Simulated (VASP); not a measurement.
# Al3As (I4/mmm) in VASP: notebook, part 2 of 2

VASP 6.6.1. The steps go on from the part before.

**3. Single point, PBE**

This run uses another cell than the first one, of 17.54 Å³/atom, 1.060 times its volume.

File INCAR:

```
PREC = Accurate ; ENCUT = 520
EDIFF = 1E-6 ; ISMEAR = 0
SIGMA = 0.1 ; LREAL = False
LASPH = True ; NELM = 80
ALGO = Fast ; ISIF = 2
LWAVE = False ; LCHARG = True
GGA = PE ; LELF = True
LVHAR = True ; NBANDS = 15
```

File KPOINTS:

```
Automatic mesh
0
Gamma
  6 6 6
```

File POSCAR:

```
Al3As
1.0
   -1.9550604938      1.9550604938      4.5893087977
    1.9550604938     -1.9550604938      4.5893087977
    1.9550604938      1.9550604938     -4.5893087977
Al As
3 1
Direct
    0.5000000000      0.5000000000      0.0000000000
    0.2500000000      0.7500000000      0.5000000000
    0.7500000000      0.2500000000      0.5000000000
    0.0000000000      0.0000000000      0.0000000000
```

Potentials or basis: VASP PAW PBE potentials, release 64 (Al, As).

The run is started by

```console
$ cat potpaw_PBE.64/Al/POTCAR potpaw_PBE.64/As/POTCAR > POTCAR
$ mpirun -np 1 vasp_std > vasp.out
```

It took 20 s on 1 thread of Intel Xeon 6975P-C (Granite Rapids), shared host; peak memory 0.24 GiB.

Results (log left out):

```
Free energy            : -15.5049 eV
Pressure               : 0.0 GPa
Band gap on the k mesh : zero (band 7 reaches 8.82 eV, above the bottom of band 8 at 5.02 eV)
```

Stress tensor (GPa, compression positive):
```
-0.13  0.00  0.00
 0.00 -0.13  0.00
 0.00  0.00  0.21
```

Levels at points of the mesh, in eV from the Fermi level:
| k point | band 3 | band 4 | band 5 | band 6 | band 7 | band 8 | band 9 | band 10 | band 11 | band 12 |
| --- | --- | --- | --- | --- | --- | --- | --- | --- | --- | --- |
| (0.00, 0.00, 0.00) | -5.05 | -2.58 | -2.58 | -1.34 | -0.39 | -0.39 | 0.08 | 0.95 | 1.49 | 5.93 |
| (0.50, 0.00, 0.00) | -5.60 | -5.48 | -1.78 | -0.15 | 0.34 | 0.60 | 1.62 | 2.08 | 2.82 | 3.84 |
| (0.50, 0.50, 0.00) | -5.71 | -5.29 | -4.92 | -4.22 | -0.93 | -0.18 | -0.15 | 0.56 | 6.42 | 6.70 |
| (0.50, 0.50, 0.50) | -3.37 | -3.37 | -3.22 | -0.49 | 1.39 | 2.50 | 2.50 | 3.48 | 4.67 | 5.01 |

Caveat: the k points lie up to 0.38 Å⁻¹ apart.

**4. Relaxation of cell and atoms, PBE**

File INCAR:

```
PREC = Accurate
ENCUT = 600
EDIFF = 1E-7
ISMEAR = 0
SIGMA = 0.1
LREAL = False
LASPH = True
NELM = 60
ALGO = Fast
ISIF = 3
LWAVE = False
LCHARG = False
GGA = PE
IBRION = 2
NSW = 90
EDIFFG = -0.04
```

KPOINTS is that of step 3.

File POSCAR:

```
Al3As
1.0
   -1.9493197514      1.9493197514      4.3543246396
    1.9493197514     -1.9493197514      4.3543246396
    1.9493197514      1.9493197514     -4.3543246396
Al As
3 1
Direct
    0.5000000000      0.5000000000      0.0000000000
    0.2500000000      0.7500000000      0.5000000000
    0.7500000000      0.2500000000      0.5000000000
    0.0000000000      0.0000000000      0.0000000000
```

The run is started by

```console
$ cat potpaw_PBE.64/Al/POTCAR potpaw_PBE.64/As/POTCAR > POTCAR
$ mpirun -np 1 vasp_std > vasp.out
```

Wall time 51 s (1 thread of Intel Xeon 6975P-C (Granite Rapids), shared host); peak memory 0.27 GiB.

It converged, with:

```
Free energy                            : -15.4955 eV
Relaxed volume                         : 17.43 Å³/atom
Relaxed cell                           : a = 5.237 Å, b = 5.237 Å, c = 5.237 Å, α = 135.43°, β = 135.43°, γ = 64.87°
Space group after relaxing (to 0.05 Å) : I4/mmm (No. 139)
Energy gained by relaxing              : 11.4 meV/atom
Ionic steps                            : 3
Pressure after relaxing                : 0.0 GPa
Band gap on the k mesh                 : zero (band 7 reaches 9.22 eV, above the bottom of band 8 at 5.49 eV)
```

The path:
| step | energy change (eV) | largest force (eV/Å) | pressure (GPa) | volume (Å³) |
| --- | --- | --- | --- | --- |
| 1 | 0.0000 | 0.0000 | 4.27 | 66.18 |
| 2 | -0.0438 | 0.0000 | -0.76 | 70.50 |
| 3 | -0.0456 | 0.0000 | 0.01 | 69.74 |

Final structure:
```cif
data_structure
_symmetry_space_group_name_H-M 'P 1'
_symmetry_Int_Tables_number 1
_cell_length_a 5.2370
_cell_length_b 5.2370
_cell_length_c 5.2370
_cell_angle_alpha 135.428
_cell_angle_beta 135.428
_cell_angle_gamma 64.866
_cell_volume 69.74
loop_
_atom_site_label
_atom_site_type_symbol
_atom_site_fract_x
_atom_site_fract_y
_atom_site_fract_z
_atom_site_occupancy
Al1 Al 0.50000 0.50000 0.00000 1
Al2 Al 0.25000 0.75000 0.50000 1
Al3 Al 0.75000 0.25000 0.50000 1
As1 As 0.00000 0.00000 0.00000 1
```

Levels at points of the mesh, in eV from the Fermi level:
```csv
k point,band 5,band 6,band 7,band 8,band 9,band 10
"(0.00, 0.00, 0.00)",-2.75,-1.37,-0.60,-0.60,-0.23,0.63
"(0.50, 0.00, 0.00)",-2.07,-0.40,0.23,0.64,1.33,2.46
"(0.50, 0.50, 0.00)",-5.09,-4.34,-0.86,0.22,0.27,0.66
"(0.50, 0.50, 0.50)",-3.58,-0.94,1.66,2.72,2.72,4.09
```

Caveat: the k points lie up to 0.37 Å⁻¹ apart in the final cell.

**5. Single point, PBE**

This run uses another cell than the first one: it holds 8 atoms, not 4.

File INCAR:

```
PREC     = Accurate       # precision mode
ENCUT    = 520            # plane-wave cutoff, eV
EDIFF    = 1E-6           # SCF threshold, eV
ISMEAR   = 0              # smearing method
SIGMA    = 0.1            # smearing width, eV
LREAL    = False          # projectors in reciprocal space
LASPH    = True           # aspherical terms in the spheres
NELM     = 80             # most SCF steps
ALGO     = Fast           # electronic algorithm
ISIF     = 2              # what is computed and relaxed
LWAVE    = False          # write WAVECAR
LCHARG   = False          # write CHGCAR
GGA      = PE             # functional
NBANDS   = 24             # bands
```

File KPOINTS:

```
regular mesh
0
Gamma
  6 6 6
```

File POSCAR:

```
Al3As
1.0
    0.0000000000      4.0502419482      0.0000000000
    2.0251209741      2.0251209741     -4.2535865181
   -6.0753629224      2.0251209741     -4.2535865181
Al As
6 2
Direct
    0.5000000000      0.2500000000      0.7500000000
    0.5000000000      0.7500000000      0.2500000000
    0.2500000000      0.8750000000      0.6250000000
    0.2500000000      0.3750000000      0.1250000000
    0.7500000000      0.6250000000      0.8750000000
    0.7500000000      0.1250000000      0.3750000000
    1.0000000000      0.5000000000      0.5000000000
    0.0000000000      0.0000000000      0.0000000000
```

The run is started by

```console
$ cat potpaw_PBE.64/Al/POTCAR potpaw_PBE.64/As/POTCAR > POTCAR
$ mpirun -np 1 vasp_std > vasp.out
```

Wall time 94 s (1 thread of Intel Xeon 6975P-C (Granite Rapids), shared host); peak memory 0.37 GiB.

The run converged. Its results:

* Free energy: -30.9734 eV
* Pressure: -0.2 GPa
* Largest force: 0.030 eV/Å
* Band gap on the k mesh: zero (band 14 reaches 9.06 eV, above the bottom of band 15 at 6.63 eV)

Forces on the atoms (eV/Å):
```
Al   0.000  0.000  0.000
Al   0.000  0.000  0.000
Al  -0.027  0.000 -0.013
Al  -0.027  0.000 -0.013
Al   0.027  0.000  0.013
Al   0.027  0.000  0.013
As   0.000  0.000  0.000
As   0.000  0.000  0.000
```

Stress tensor (GPa, compression positive):
```
 0.47  0.00  0.47
 0.00 -1.35  0.00
 0.47  0.00  0.15
```

Levels at points of the mesh, in eV from the Fermi level:
| k point | band 10 | band 11 | band 12 | band 13 | band 14 | band 15 | band 16 | band 17 | band 18 | band 19 |
| --- | --- | --- | --- | --- | --- | --- | --- | --- | --- | --- |
| (0.00, 0.00, 0.00) | -2.39 | -1.30 | -0.82 | -0.82 | -0.77 | -0.54 | -0.17 | 0.31 | 0.43 | 0.78 |
| (0.50, 0.00, 0.00) | -4.46 | -2.38 | -0.76 | -0.72 | -0.17 | 0.43 | 0.67 | 0.73 | 0.83 | 1.48 |
| (0.00, 0.50, 0.00) | -2.40 | -1.22 | -1.22 | 1.42 | 1.42 | 1.68 | 1.68 | 2.06 | 2.06 | 2.68 |
| (0.50, 0.50, 0.00) | -3.76 | -2.77 | -2.77 | -1.56 | -1.56 | 0.55 | 0.55 | 1.41 | 1.41 | 3.20 |
| (0.00, 0.00, 0.50) | -2.77 | -2.10 | -2.10 | -0.50 | -0.50 | 0.09 | 0.09 | 1.35 | 1.35 | 1.69 |
| (0.00, 0.50, 0.50) | -2.39 | -1.44 | -0.77 | -0.17 | 0.43 | 1.48 | 1.81 | 2.60 | 2.91 | 2.91 |

**6. Single point, PBE**

This run uses another cell than the first one, of 17.44 Å³/atom, 1.054 times its volume.

File INCAR:

```
  ALGO = Fast
  EDIFF = 1E-6
  ENCUT = 520
  GGA = PE
  ISIF = 2
  ISMEAR = 0
  LASPH = True
  LCHARG = False
  LREAL = False
  LWAVE = False
  NBANDS = 15
  NELM = 80
  PREC = Accurate
  SIGMA = 0.1
```

File KPOINTS:

```
k-points
0
Gamma
  16 16 16
```

File POSCAR:

```
Al3As
1.0
   -2.0251209741      2.0251209741      4.2535865181
    2.0251209741     -2.0251209741      4.2535865181
    2.0251209741      2.0251209741     -4.2535865181
Al As
3 1
Direct
    0.5000000000      0.5000000000      0.0000000000
    0.2500000000      0.7500000000      0.5000000000
    0.7500000000      0.2500000000      0.5000000000
    0.0000000000      0.0000000000      0.0000000000
```

Potentials or basis: VASP PAW PBE potentials, release 64 (Al, As).

The run is started by

```console
$ cat potpaw_PBE.64/Al/POTCAR potpaw_PBE.64/As/POTCAR > POTCAR
$ mpirun -np 1 vasp_std > vasp.out
```

Run time: 2.8 min. Hardware: 1 thread of Intel Xeon 6975P-C (Granite Rapids), shared host; peak memory 0.5 GiB.

The run converged. Its results:

```yaml
Free_energy: -15.4844 eV
Pressure: 0.1 GPa
Band_gap_on_the_k_mesh: zero (band 7 reaches 9.45 eV, above the bottom of band 8 at 5.09 eV)
```

Stress tensor (GPa, compression positive):
```
0.09 0.00 0.00
0.00 0.09 0.00
0.00 0.00 0.01
```

Levels at points of the mesh, in eV from the Fermi level:
```csv
k point,band 3,band 4,band 5,band 6,band 7,band 8,band 9,band 10,band 11,band 12
"(0.00, 0.00, 0.00)",-4.52,-2.84,-2.84,-1.22,-0.75,-0.75,-0.47,0.39,0.86,4.63
"(0.50, 0.00, 0.00)",-5.35,-5.26,-2.31,-0.69,-0.10,0.50,1.56,2.68,3.04,3.72
"(0.50, 0.50, 0.00)",-5.76,-5.55,-5.17,-4.39,-0.65,0.74,0.81,0.91,6.62,8.02
"(0.50, 0.50, 0.50)",-3.91,-3.91,-3.91,-1.36,1.88,2.98,2.98,4.60,5.06,5.08
```

**7. Overview**

| task | cell | k mesh | cutoff (eV) | gap on the mesh (eV) | pressure (GPa) |
| --- | --- | --- | --- | --- | --- |
| single point | a = 5.154 Å, angles 135.6, 135.6, 64.7°, 4 atoms | 6 × 6 × 6 | 520 | none | 4.3 |
| single point | a = 5.358 Å, angles 137.2, 137.2, 62.1°, 4 atoms | 6 × 6 × 6 | 520 | none | 0.0 |
| relaxation of cell and atoms | relaxed from a = 5.154 Å, angles 135.6, 135.6, 64.7°, 4 atoms | 6 × 6 × 6 | 600 | none | 0.0 |
| single point | a = 4.050, b = 5.128, c = 7.688 Å, angles 75.5, 74.7, 66.7°, 8 atoms | 6 × 6 × 6 | 520 | none | -0.2 |
| single point | a = 5.128 Å, angles 133.5, 133.5, 67.9°, 4 atoms | 16 × 16 × 16 | 520 | none | 0.1 |

Alike in all rows: level PBE; potentials or basis VASP PAW PBE potentials, release 64 (Al, As); no spin polarisation; smearing gaussian 0.1 eV.

Caveats: some runs use coarse meshes.

Absolute energies hang on the potentials; compare differences alone.
